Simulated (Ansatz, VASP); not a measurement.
Two plane-wave programs on Y

File POSCAR:

```
Y
1.0
    0.0000000000      2.5844000000      2.2862000000
    2.5844000000      0.0000000000      2.2862000000
    2.5844000000      2.5844000000      0.0000000000
Y
1
Direct
    0.0000000000      0.0000000000      0.0000000000
```

File INCAR.step1:

```
ALGO     = Normal         # electronic algorithm
EDIFF    = 1E-4           # SCF threshold, eV
ENCUT    = 520            # plane-wave cutoff, eV
GGA      = PE             # functional
ISMEAR   = 0              # smearing method
LASPH    = T              # aspherical terms in the spheres
LCHARG   = F              # write CHGCAR
LREAL    = F              # projectors in reciprocal space
LWAVE    = T              # write WAVECAR
NBANDS   = 12             # bands
NELM     = 100            # most SCF steps
PREC     = Accurate       # precision mode
SIGMA    = 0.15           # smearing width, eV
```

INCAR.step2

```
ALGO     = Normal         # electronic algorithm
EDIFF    = 1E-6           # SCF threshold, eV
ENCUT    = 520            # plane-wave cutoff, eV
ISIF     = 2              # what is computed and relaxed
ISMEAR   = 0              # smearing method
ISTART   = 1            
LASPH    = T              # aspherical terms in the spheres
LCHARG   = T              # write CHGCAR
LELF     = T              # ELF
LMIXTAU  = T            
LREAL    = F              # projectors in reciprocal space
LVHAR    = T            
LWAVE    = F              # write WAVECAR
METAGGA  = R2SCAN         # meta-GGA
NBANDS   = 12             # bands
NELM     = 100            # most SCF steps
PREC     = Accurate       # precision mode
SIGMA    = 0.15           # smearing width, eV
```

KPOINTS

```
k-points
0
Gamma
  16 16 16
```

Input for Ansatz:

```yaml
crystal:
  lattice:
    - [0.0, 2.5844, 2.2862]
    - [2.5844, 0.0, 2.2862]
    - [2.5844, 2.5844, 0.0]
  atoms:
    - { symbol: "Y", position: [0.0, 0.0, 0.0] }
basis:
  ecutwfc: 500
kpoints:
  mp_grid: { grid: [16, 16, 16] }
hamiltonian:
  xc: r2scan
scf:
  occupations: { method: gaussian, width: 0.15 }
output:
  forces: true
  stress: true
  eigenvalues: true
```

Change from the starting cell: strain +0.040 along x and y, -0.080 along z, atoms carried along.

Alike in both runs: task single point; functional r2SCAN; k mesh 16 × 16 × 16; occupations gaussian, width 0.15 eV; no spin polarisation.

|  | VASP | Ansatz |
| --- | --- | --- |
| version | VASP 6.6.1 | Ansatz 0.2.0 |
| potentials or method | VASP PAW PBE potentials, release 64 (Y_sv), cutoff 520 eV | scalar-relativistic, plane waves, PAW |
| valence electrons in the cell | 11 | 11 |

Ansatz gave:

| Property | Result |
| --- | --- |
| gap on the k mesh at the Fermi level (eV) | none |
| pressure (GPa) | 3.6 |
| traceless stress, the component that is largest in VASP (GPa) | 1.20 |

Question: What did VASP give for the same quantities?

Answer: gap on the k mesh at the Fermi level (eV): none; pressure (GPa): 3.7; traceless stress, the component that is largest in VASP (GPa): 1.18.

VASP's potentials were made for PBE, not for r2SCAN. A gap of «none» marks a metal or a gap that the smearing closes. The functional is the same, so the differences come from potentials, cutoffs and numerics.
